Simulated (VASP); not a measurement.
# BeSe (F-43m) in VASP: single point with PBEsol-based screened hybrid with 30.4 % exact exchange

Aim: the single point of BeSe with PBEsol-based screened hybrid with 30.4 % exact exchange.

Program: VASP 6.6.1. These are calculated values, not measurements. Logs are shortened: lines on timing, memory, paths and dates and some standing lists are left out, and cuts for length are marked.

### Step 1. The cell of the first run

The structure is cubic, space group F-43m (No. 216). The conventional cell has a = 5.033 Å, b = 5.033 Å, c = 5.033 Å, α = 90.00°, β = 90.00°, γ = 90.00°. Within 2.9 Å of Be (site symmetry -43m) lie 4 Se at 2.18 Å. Within 2.9 Å of Se (site symmetry -43m) lie 4 Be at 2.18 Å.

### Step 2. Single point, PBEsol-based screened hybrid with 30.4 % exact exchange

POSCAR reads:

```
BeSe
1.0
    0.0000000000      2.5166610000      2.5166610000
    2.5166610000      0.0000000000      2.5166610000
    2.5166610000      2.5166610000      0.0000000000
Be Se
1 1
Direct
    0.0000000000      0.0000000000      0.0000000000
    0.2500000000      0.2500000000      0.2500000000
```

INCAR.step1 reads:

```
SYSTEM = BeSe
  ALGO = Normal
  EDIFF = 1E-5
  ENCUT = 520
  GGA = PE
  GGA_COMPAT = .False.
  ISIF = 2
  ISMEAR = -1
  LASPH = .True.
  LCHARG = .False.
  LREAL = .False.
  LWAVE = .True.
  NBANDS = 11
  NELM = 120
  PREC = Accurate
  SIGMA = 0.1
```

INCAR.step2 reads:

```
SYSTEM = BeSe
  AEXX = 0.304
  ALGO = Normal
  EDIFF = 1E-6
  ENCUT = 520
  GGA = PS
  GGA_COMPAT = .False.
  HFSCREEN = 0.256
  ISIF = 2
  ISMEAR = -1
  ISTART = 1
  LASPH = .True.
  LCHARG = .False.
  LHFCALC = .True.
  LREAL = .False.
  LWAVE = .False.
  NBANDS = 11
  NELM = 120
  PREC = Accurate
  PRECFOCK = Normal
  SIGMA = 0.1
```

KPOINTS reads:

```
k-points
0
Gamma
  8 8 8
  0 0 0
```

Potentials or basis: VASP PAW PBE potentials, release 64 (Be, Se).

The run is started by

```console
> cat potpaw_PBE.64/Be/POTCAR potpaw_PBE.64/Se/POTCAR > POTCAR
> cp INCAR.step1 INCAR
> mpirun -np 1 vasp_std > vasp.out
> cp INCAR.step2 INCAR
> mpirun -np 1 vasp_std > vasp.out
```

OUTCAR:

```text
SYSTEM = BeSe
   AEXX = 0.304
   EDIFF = 1E-6
   ENCUT = 520
   GGA = PS
   HFSCREEN = 0.256
   ISIF = 2
   ISMEAR = -1
   ISTART = 1
   LASPH = .True.
   LHFCALC = .True.
   LREAL = .False.
   NELM = 120
   PREC = Accurate
   PRECFOCK = Normal

 ion  position               nearest neighbor table
   1  0.000  0.000  0.000-   2 2.18   2 2.18   2 2.18   2 2.18
   2  0.250  0.250  0.250-   1 2.18   1 2.18   1 2.18   1 2.18

  LATTYP: Found a face centered cubic cell.
 ALAT       =     5.0333220000

  Lattice vectors:

 A1 = (   0.0000000000,   2.5166610000,   2.5166610000)
 A2 = (   2.5166610000,   0.0000000000,   2.5166610000)
 A3 = (   2.5166610000,   2.5166610000,   0.0000000000)

Analysis of symmetry for initial positions (statically):
=====================================================================
 Subroutine PRICEL returns:
 Original cell was already a primitive cell.

 Routine SETGRP: Setting up the symmetry group for a
 face centered cubic supercell.

 Subroutine GETGRP returns: Found 24 space group operations
 (whereof 24 operations were pure point group operations)
 out of a pool of 48 trial point group operations.

The static configuration has the point symmetry T_d .

Analysis of symmetry for dynamics (positions and initial velocities):
=====================================================================
 Subroutine PRICEL returns:
 Original cell was already a primitive cell.

 Routine SETGRP: Setting up the symmetry group for a
 face centered cubic supercell.

 Subroutine GETGRP returns: Found 24 space group operations
 (whereof 24 operations were pure point group operations)
 out of a pool of 48 trial point group operations.

The dynamic configuration has the point symmetry T_d .

 Subroutine INISYM returns: Found 24 space group operations
 (whereof 24 operations are pure point group operations),
 and found     1 'primitive' translations

----------------------------------------------------------------------------------------

                                     Primitive cell

  volume of cell :      31.8790

  direct lattice vectors                    reciprocal lattice vectors
     0.000000000  2.516661000  2.516661000    -0.198675944  0.198675944  0.198675944
     2.516661000  0.000000000  2.516661000     0.198675944 -0.198675944  0.198675944
     2.516661000  2.516661000  0.000000000     0.198675944  0.198675944 -0.198675944

  length of vectors
     3.559096118  3.559096118  3.559096118     0.344116829  0.344116829  0.344116829

  position of ions in fractional coordinates (direct lattice)
     0.000000000  0.000000000  0.000000000
     0.250000000  0.250000000  0.250000000

  ion indices of the primitive-cell ions
   primitive index   ion index
                 1           1
                 2           2

----------------------------------------------------------------------------------------

 KPOINTS: k-points

Automatic generation of k-mesh.
 Grid dimensions read from file:
 generate k-points for:    8    8    8

 Generating k-lattice:

  Cartesian coordinates                     Fractional coordinates (reciprocal lattice)
    -0.024834493  0.024834493  0.024834493     0.125000000  0.000000000  0.000000000
     0.024834493 -0.024834493  0.024834493     0.000000000  0.125000000  0.000000000
     0.024834493  0.024834493 -0.024834493     0.000000000  0.000000000  0.125000000

  Length of vectors
     0.043014604  0.043014604  0.043014604

  Shift w.r.t. Gamma in fractional coordinates (k-lattice)
     0.000000000  0.000000000  0.000000000

 Subroutine IBZKPT returns following result:
 ===========================================

 Found     29 irreducible k-points:

 Following reciprocal coordinates:
            Coordinates               Weight
  0.000000  0.000000  0.000000      1.000000
  0.125000  0.000000  0.000000      8.000000
  0.250000  0.000000  0.000000      8.000000
  0.375000  0.000000  0.000000      8.000000
  0.500000  0.000000  0.000000      4.000000
  0.125000  0.125000  0.000000      6.000000
[... 16 lines left out ...]
  0.500000  0.250000  0.125000     48.000000
 -0.375000  0.250000  0.125000     24.000000
 [... further k-points ...]
   k-points           NKPTS =     29   k-points in BZ     NKDIM =    512   number of bands    NBANDS=     11
   number of dos      NEDOS =    301   number of ions     NIONS =      2
   total plane-waves  NPLWV =  21952
   dimension x,y,z NGX =    28 NGY =   28 NGZ =   28
   dimension x,y,z NGXF=    56 NGYF=   56 NGZF=   56
   ions per type =               1   1
   NGX,Y,Z   is equivalent  to a cutoff of  13.08, 13.08, 13.08 a.u.
   NGXF,Y,Z  is equivalent  to a cutoff of  26.16, 26.16, 26.16 a.u.
 SYSTEM =  BeSe
   PREC   = accura    normal or accurate (medium, high low for compatibility)
   ISTART =      1    job   : 0-new  1-cont  2-samecut
   ICHARG =      0    charge: 1-file 2-atom 10-const
   ISPIN  =      1    spin polarized calculation?
   LNONCOLLINEAR =      F non collinear calculations
   LSORBIT =      F    spin-orbit coupling
   LASPH  =      T    aspherical Exc in radial PAW
   ENCUT  =  520.0 eV  38.22 Ry    6.18 a.u.   6.62  6.62  6.62*2*pi/ulx,y,z
   NELM   =    120;   NELMIN=  2; NELMDL=  0     # of ELM steps
   EDIFF  = 0.1E-05   stopping-criterion for ELM
   LREAL  =      F    real-space projection
   EDIFFG = 0.1E-04   stopping-criterion for IOM
   NSW    =      0    number of steps for IOM
   IBRION =     -1    ionic relax: 0-MD 1-quasi-New 2-CG
   NFREE  =      0    steps in history (QN), initial steepest desc. (CG)
   ISIF   =      2    stress and relaxation
   ISYM   =      3    0-nonsym 1-usesym 2-fastsym
   POTIM  = 0.5000    time-step for ionic-motion
   TEBEG  =    0.0;   TEEND  =   0.0 temperature during run
   PSTRESS=    0.0 pullay stress
   NELECT =       8.0000    total number of electrons
   NUPDOWN=      -1.0000    fix difference up-down
   EMIN   =  10.00;   EMAX   =-10.00  energy-range for DOS
   EFERMI =   0.00;   METHOD = LEGACY
   ISMEAR =    -1;   SIGMA  =   0.10  broadening in eV -4-tet -1-fermi 0-gaus
   EFERMI_NEDOS =   21; number of points for ismear=-14 and -15
   IALGO  =     38    algorithm
   IMIX   =      1    mixing-type and parameters
     AMIX     =   0.40;   BMIX     =  1.00
     AMIX_MAG =   1.60;   BMIX_MAG =  1.00
  volume/ion in A,a.u.               =      15.94       107.56
  Fermi-wavevector in a.u.,A,eV,Ry     =   1.032611  1.951352 14.507697  1.066286
  Thomas-Fermi vector in A             =   2.166817
   LORBIT       =      0    0 simple, 1 ext, 2 COOP (PROOUT), +10 PAW based schemes
   GGA     = PS    functional components
   LHFCALC =     T    Hartree Fock is set to
   PRECFOCK=normal    Normal, Fast or Accurate (Low or Medium for compatibility)
   ENCUT4O =  -1.0   cutoff for four orbital integrals eV
   NKREDX  =     1    reduce k-point grid by
   NKREDY  =     1    reduce k-point grid by
   NKREDZ  =     1    reduce k-point grid by
   AEXX    =    0.3040 exact exchange contribution
   HFSCREEN=    0.2560 screening length (either q_TF or 0.3 A-1)
   HFSCREENC=   0.2560 screening length for correlation (either q_TF or 0.3 A-1)
   ENCUTFOCK=  -1.0 apply spherical cutoff to Coloumb kernel
   IVDW    =     0    specifies the selected vdW correction
   LEPSILON=     F    determine dielectric tensor
   LRPA    =     F    only Hartree local field effects (RPA)
 non-spin polarized calculation
  energy-cutoff  :      520.00
  volume of cell :       31.88
 maximum number of plane-waves:       881
 NGX is ok and might be reduce to    28
  NGX = 20; NGY = 20; NGZ = 20

 number of electron       8.0000001 magnetization

 Free energy of the ion-electron system (eV)
  ---------------------------------------------------
  ext. energy  EPLUGINS =         0.00000000
  ---------------------------------------------------
  free energy    TOTEN  =       -10.62149843 eV

  energy without entropy =      -10.62149843  energy(sigma->0) =      -10.62149843

 E-fermi :   4.9670     XC(G=0):  -7.8890

 val. band max:        3.3004532230   @ k =   0.0000   0.0000   0.0000
 cond. band min:       6.5832051870   @ k =   0.5000   0.5000   0.0000
 fundamental gap:      3.2827519640
 Fermi energy:         4.9670304196

 k-point     1 :       0.0000    0.0000    0.0000
  band No.  band energies     occupation
      1     -12.5399      2.00000
      2       3.3005      2.00000
      3       3.3005      2.00000
      4       3.3005      2.00000
      5       9.2829      0.00000
      6       9.4368      0.00000
      7       9.4368      0.00000
      8       9.4368      0.00000
      9      17.0345      0.00000
     10      17.4008      0.00000
     11      17.4008      0.00000

 k-point     2 :       0.1250    0.0000    0.0000
  band No.  band energies     occupation
      1     -12.3479      2.00000
      2       1.8119      2.00000
      3       3.0520      2.00000
      4       3.0520      2.00000
      5       9.1828      0.00000
      6       9.8432      0.00000
      7       9.8432      0.00000
      8      11.0146      0.00000
      9      16.3075      0.00000
     10      16.3075      0.00000
     11      17.1079      0.00000

 k-point     3 :       0.2500    0.0000    0.0000
  band No.  band energies     occupation
      1     -11.8193      2.00000
      2      -0.6767      2.00000
      3       2.5601      2.00000
      4       2.5601      2.00000
      5       9.0704      0.00000
      6      10.4460      0.00000
      7      10.4460      0.00000
      8      13.4102      0.00000
      9      15.9803      0.00000
     10      15.9803      0.00000
     11      16.8860      0.00000
[... 267 lines left out ...]
 k-point    23 :       0.5000    0.2500    0.1250
  band No.  band energies     occupation
      1     -10.7971      2.00000
      2      -2.2963      2.00000
      3       0.0468      2.00000
      4       1.3594      2.00000
      5       9.6895      0.00000
      6      10.5903      0.00000
      7      12.3902      0.00000
      8      13.4033      0.00000
      9      17.0647      0.00000
     10      18.0264      0.00000
     11      20.6847      0.00000

 k-point    24 :      -0.3750    0.2500    0.1250
  band No.  band energies     occupation
      1     -10.5026      2.00000
      2      -2.9237      2.00000
      3      -0.0760      2.00000
      4       1.0724      2.00000
      5       9.8154      0.00000
      6      10.2921      0.00000
      7      13.3293      0.00000
      8      14.7523      0.00000
      9      15.1813      0.00000
     10      19.7396      0.00000
     11      19.9088      0.00000

 [... further k-points ...]

------------------------ aborting loop because EDIFF is reached ----------------------------------------

  FORCE on cell =-STRESS in cart. coord.  units (eV):
  Direction    XX          YY          ZZ          XY          YZ          ZX
  --------------------------------------------------------------------------------------
  -------------------------------------------------------------------------------------
  Total        0.8654283      0.8654283      0.8654283      0.0000000      0.0000000      0.0000000
  in kB       43.4948162     43.4948162     43.4948162      0.0000000      0.0000000      0.0000000
  external PRESSURE =      43.4948162 kB  Pullay stress =       0.0000000 kB

 VOLUME and BASIS-vectors are now :
 -----------------------------------------------------------------------------
  energy-cutoff  :      520.00
  volume of cell :       31.88
      direct lattice vectors                 reciprocal lattice vectors
     0.000000000  2.516661000  2.516661000    -0.198675944  0.198675944  0.198675944
     2.516661000  0.000000000  2.516661000     0.198675944 -0.198675944  0.198675944
     2.516661000  2.516661000  0.000000000     0.198675944  0.198675944 -0.198675944

 POSITION                                       TOTAL-FORCE (eV/Angst)
 -----------------------------------------------------------------------------------
      0.00000      0.00000      0.00000         0.000000      0.000000      0.000000
      1.25833      1.25833      1.25833        -0.000000     -0.000000     -0.000000
 -----------------------------------------------------------------------------------
    total drift:                                0.000000      0.000000      0.000000

  FREE ENERGIE OF THE ION-ELECTRON SYSTEM (eV)
  ---------------------------------------------------
  free  energy   TOTEN  =       -10.6214984301 eV

  energy  without entropy=      -10.6214984259  energy(sigma->0) =      -10.62149843
```

Run time: 26 min. Hardware: 1 thread of Oxide Virtual Turin-like, shared host; peak memory 0.26 GiB.

What came out:

* Free energy: -10.6215 eV
* Pressure: 4.3 GPa
* Band gap on the k mesh: 3.28 eV (least direct gap 5.98 eV)

Caveat: the cell stands under pressure; the PAW data sets were made with another functional, which shifts forces and pressure a little. A k mesh can miss the band edges.
